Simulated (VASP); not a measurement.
# Mg (P6_3/mmc) in VASP: a series of runs

Mg is run at these levels: LDA; tasks: single point, relaxation of cell and atoms.

Everything below comes from runs of VASP 6.6.1. Logs are shortened: lines on timing, memory, paths and dates and some standing lists are left out, and cuts for length are marked.

## (1) The cell of the first run

It takes space group P6_3/mmc (No. 194, hexagonal). The conventional cell has a = 3.133 Å, b = 3.133 Å, c = 5.105 Å, α = 90.00°, β = 90.00°, γ = 120.00°. Within 4.1 Å of Mg (site symmetry -6m2) lie 12 Mg at 3.13 Å.

## (2) Single point, LDA

INCAR

```
SYSTEM = Mg
PREC = Accurate
ENCUT = 600
EDIFF = 1E-6
ISMEAR = -1
SIGMA = 0.05
LREAL = .FALSE.
LASPH = .TRUE.
NELM = 120
ALGO = Normal
ISIF = 2
LWAVE = .FALSE.
LCHARG = .FALSE.
NBANDS = 9
GGA_COMPAT = .FALSE.
```

KPOINTS

```
regular mesh
0
G
  8 8 5
  0 0 0
```

POSCAR

```
Mg
1.0
    3.1329855813      0.0000000000      0.0000000000
   -1.5664927907      2.7132451031      0.0000000000
    0.0000000000      0.0000000000      5.1051071903
Mg
2
Direct
    0.3333333333      0.6666666667      0.2500000000
    0.6666666667      0.3333333333      0.7500000000
```

Potentials or basis: VASP PAW LDA potentials, release 64 (Mg).

The run is started by

```bash
cat potpaw_LDA.64/Mg/POTCAR > POTCAR
mpirun -np 1 vasp_std > vasp.out
```

OUTCAR:

```text
SYSTEM = Mg
   PREC = Accurate
   ENCUT = 600
   EDIFF = 1E-6
   ISMEAR = -1
   LREAL = .FALSE.
   LASPH = .TRUE.
   NELM = 120
   ISIF = 2

 ion  position               nearest neighbor table
   1  0.333  0.667  0.250-   2 3.13   2 3.13   2 3.13   2 3.13   2 3.13   2 3.13
   2  0.667  0.333  0.750-   1 3.13   1 3.13   1 3.13   1 3.13   1 3.13   1 3.13

  LATTYP: Found a hexagonal cell.
 ALAT       =     3.1329855813
 C/A-ratio  =     1.6294703751

  Lattice vectors:

 A1 = (   3.1329855813,   0.0000000000,   0.0000000000)
 A2 = (  -1.5664927907,   2.7132451031,   0.0000000000)
 A3 = (   0.0000000000,   0.0000000000,   5.1051071903)

Analysis of symmetry for initial positions (statically):
=====================================================================
 Subroutine PRICEL returns:
 Original cell was already a primitive cell.

 Routine SETGRP: Setting up the symmetry group for a
 hexagonal supercell.

 Subroutine GETGRP returns: Found 24 space group operations
 (whereof 12 operations were pure point group operations)
 out of a pool of 24 trial point group operations.

The static configuration has the point symmetry D_3d.
 The point group associated with its full space group is D_6h.

Analysis of symmetry for dynamics (positions and initial velocities):
=====================================================================
 Subroutine PRICEL returns:
 Original cell was already a primitive cell.

 Routine SETGRP: Setting up the symmetry group for a
 hexagonal supercell.

 Subroutine GETGRP returns: Found 24 space group operations
 (whereof 12 operations were pure point group operations)
 out of a pool of 24 trial point group operations.

The dynamic configuration has the point symmetry D_3d.
 The point group associated with its full space group is D_6h.

 Subroutine INISYM returns: Found 24 space group operations
 (whereof 12 operations are pure point group operations),
 and found     1 'primitive' translations

----------------------------------------------------------------------------------------

                                     Primitive cell

  volume of cell :      43.3963

  direct lattice vectors                    reciprocal lattice vectors
     3.132985581  0.000000000  0.000000000     0.319184361  0.184281177  0.000000000
    -1.566492791  2.713245103  0.000000000     0.000000000  0.368562353  0.000000000
[... 89 lines left out ...]
   IBRION =     -1    ionic relax: 0-MD 1-quasi-New 2-CG
   NFREE  =      0    steps in history (QN), initial steepest desc. (CG)
   ISIF   =      2    stress and relaxation
   ISYM   =      2    0-nonsym 1-usesym 2-fastsym
   POTIM  = 0.5000    time-step for ionic-motion
   TEBEG  =    0.0;   TEEND  =   0.0 temperature during run
   PSTRESS=    0.0 pullay stress
   NELECT =       4.0000    total number of electrons
   NUPDOWN=      -1.0000    fix difference up-down
   EMIN   =  10.00;   EMAX   =-10.00  energy-range for DOS
   EFERMI =   0.00;   METHOD = LEGACY
   ISMEAR =    -1;   SIGMA  =   0.05  broadening in eV -4-tet -1-fermi 0-gaus
   EFERMI_NEDOS =   21; number of points for ismear=-14 and -15
   IALGO  =     38    algorithm
   IMIX   =      4    mixing-type and parameters
     AMIX     =   0.40;   BMIX     =  1.00
     AMIX_MAG =   1.60;   BMIX_MAG =  1.00
  volume/ion in A,a.u.               =      21.70       146.43
  Fermi-wavevector in a.u.,A,eV,Ry     =   0.739510  1.397471  7.440687  0.546875
  Thomas-Fermi vector in A             =   1.833690
   LORBIT       =      0    0 simple, 1 ext, 2 COOP (PROOUT), +10 PAW based schemes
   GGA     = CA    functional components
   LHFCALC =     F    Hartree Fock is set to
   AEXX    =    0.0000 exact exchange contribution
   IVDW    =     0    specifies the selected vdW correction
   LEPSILON=     F    determine dielectric tensor
   LRPA    =     F    only Hartree local field effects (RPA)
 non-spin polarized calculation
  energy-cutoff  :      600.00
  volume of cell :       43.40
 maximum number of plane-waves:      1472
 NGX is ok and might be reduce to    28
   NGX = 13   NGY = 13   NGZ = 21

 number of electron       4.0000000 magnetization

 Free energy of the ion-electron system (eV)
  ---------------------------------------------------
  ext. energy  EPLUGINS =         0.00000000
  ---------------------------------------------------
  free energy    TOTEN  =        -3.64997815 eV

  energy without entropy =       -3.64498912  energy(sigma->0) =       -3.64748363

 E-fermi :   2.7621     XC(G=0):  -8.8627

 val. band max:        2.7371021731   @ k =   0.2500   0.2500   0.2000
 cond. band min:       3.0353729030   @ k =   0.2500   0.1250   0.0000
 fundamental gap:      0.2982707300
 Fermi energy:         2.7621204495

 k-point     1 :       0.0000    0.0000    0.0000
  band No.  band energies     occupation
      1      -4.3965      2.00000
      2       1.0027      2.00000
      3       1.4635      2.00000
      4      14.0330      0.00000
      5      14.0330      0.00000
      6      14.2001      0.00000
      7      14.2001      0.00000
      8      14.8869      0.00000
      9      16.7092      0.00000
[... 265 lines left out ...]
 k-point    24 :       0.3750    0.0000    0.4000
  band No.  band energies     occupation
      1      -0.6716      2.00000
      2       0.4243      2.00000
      3       4.1980      0.00000
      4       5.2482      0.00000
      5       8.9504      0.00000
      6      10.9343      0.00000
      7      11.1847      0.00000
      8      11.8890      0.00000
      9      12.6346      0.00000

 [... further k-points ...]

------------------------ aborting loop because EDIFF is reached ----------------------------------------

  FORCE on cell =-STRESS in cart. coord.  units (eV):
  Direction    XX          YY          ZZ          XY          YZ          ZX
  --------------------------------------------------------------------------------------
  -------------------------------------------------------------------------------------
  Total       -0.1177367     -0.1177367     -0.1186717      0.0000000      0.0000000     -0.0000000
  in kB       -4.3468034     -4.3468034     -4.3813234      0.0000000      0.0000000     -0.0000000
  external PRESSURE =      -4.3583101 kB  Pullay stress =       0.0000000 kB

 VOLUME and BASIS-vectors are now :
 -----------------------------------------------------------------------------
  energy-cutoff  :      600.00
  volume of cell :       43.40
      direct lattice vectors                 reciprocal lattice vectors
     3.132985581  0.000000000  0.000000000     0.319184361  0.184281177  0.000000000
    -1.566492791  2.713245103  0.000000000     0.000000000  0.368562353  0.000000000
     0.000000000  0.000000000  5.105107190     0.000000000  0.000000000  0.195882273

 POSITION                                       TOTAL-FORCE (eV/Angst)
 -----------------------------------------------------------------------------------
     -0.00000      1.80883      1.27628         0.000000     -0.000000      0.000000
      1.56649      0.90442      3.82883        -0.000000      0.000000      0.000000
 -----------------------------------------------------------------------------------
    total drift:                                0.000000     -0.000000      0.000000

  FREE ENERGIE OF THE ION-ELECTRON SYSTEM (eV)
  ---------------------------------------------------
  free  energy   TOTEN  =        -3.6499781484 eV

  energy  without entropy=       -3.6449891164  energy(sigma->0) =       -3.64748363
```

Wall time 7.7 s (1 thread of Intel Xeon Platinum 8488C (Sapphire Rapids), shared host); peak memory 0.15 GiB.

What came out:

```yaml
Free_energy: -3.6500 eV
Pressure: -0.4 GPa
Band_gap_on_the_k_mesh: zero (bands 2 and 3 overlap by 2.33 eV)
```

Levels at points of the mesh, in eV from the Fermi level:
| k point | band 1 | band 2 | band 3 | band 4 | band 5 | band 6 |
| --- | --- | --- | --- | --- | --- | --- |
| (0.00, 0.00, 0.00) | -7.16 | -1.76 | -1.30 | 11.27 | 11.27 | 11.44 |
| (0.50, 0.00, 0.00) | -2.20 | -2.18 | 2.74 | 3.08 | 3.38 | 3.80 |

## (3) Relaxation of cell and atoms, LDA

INCAR

```
PREC = Accurate ; ENCUT = 600
EDIFF = 1E-7 ; ISMEAR = -1
SIGMA = 0.05 ; LREAL = False
LASPH = True ; NELM = 120
ALGO = Normal ; ISIF = 3
LWAVE = False ; LCHARG = False
GGA = CA ; IBRION = 2
NSW = 80 ; EDIFFG = -0.02
GGA_COMPAT = False ; NELMIN = 4
```

KPOINTS

```
Automatic mesh
0
Gamma
  8 8 5
```

POSCAR is that of step 2.

Potentials or basis: VASP PAW LDA potentials, release 64 (Mg).

The run is started by

```bash
cat potpaw_LDA.64/Mg/POTCAR > POTCAR
mpirun -np 1 vasp_std > vasp.out
```

Wall time 7.3 s (1 thread of Intel Xeon Platinum 8488C (Sapphire Rapids), shared host); peak memory 0.15 GiB.

Results (log left out):

```
Free energy                           : -3.6506 eV
Relaxed volume                        : 21.51 Å³/atom
Relaxed cell                          : a = 3.124 Å, b = 3.124 Å, c = 5.090 Å, α = 90.00°, β = 90.00°, γ = 120.00°
Space group after relaxing (to 0.1 Å) : P6_3/mmc (No. 194)
Energy gained by relaxing             : 0.3 meV/atom
Ionic steps                           : 2
Pressure after relaxing               : -0.1 GPa
Band gap on the k mesh                : zero (bands 2 and 3 overlap by 2.34 eV)
```

Step by step:
```csv
step,energy change (eV),largest force (eV/Å),pressure (GPa),volume (Å³)
1,0.0000,0.0000,-0.44,43.40
2,-0.0006,0.0000,-0.09,43.03
```

Final structure:
```cif
data_structure
_symmetry_space_group_name_H-M 'P 1'
_symmetry_Int_Tables_number 1
_cell_length_a 3.1241
_cell_length_b 3.1241
_cell_length_c 5.0905
_cell_angle_alpha 90.000
_cell_angle_beta 90.000
_cell_angle_gamma 120.000
_cell_volume 43.03
loop_
_atom_site_label
_atom_site_type_symbol
_atom_site_fract_x
_atom_site_fract_y
_atom_site_fract_z
_atom_site_occupancy
Mg1 Mg 0.33333 0.66667 0.25000 1
Mg2 Mg 0.66667 0.33333 0.75000 1
```

Levels at points of the mesh, in eV from the Fermi level:
```tsv
k point	band 1	band 2	band 3	band 4	band 5
(0.00, 0.00, 0.00)	-7.20	-1.77	-1.30	11.32	11.32
(0.50, 0.00, 0.00)	-2.22	-2.18	2.75	3.08	3.40
```

(Part 1 of 2 ends here.)
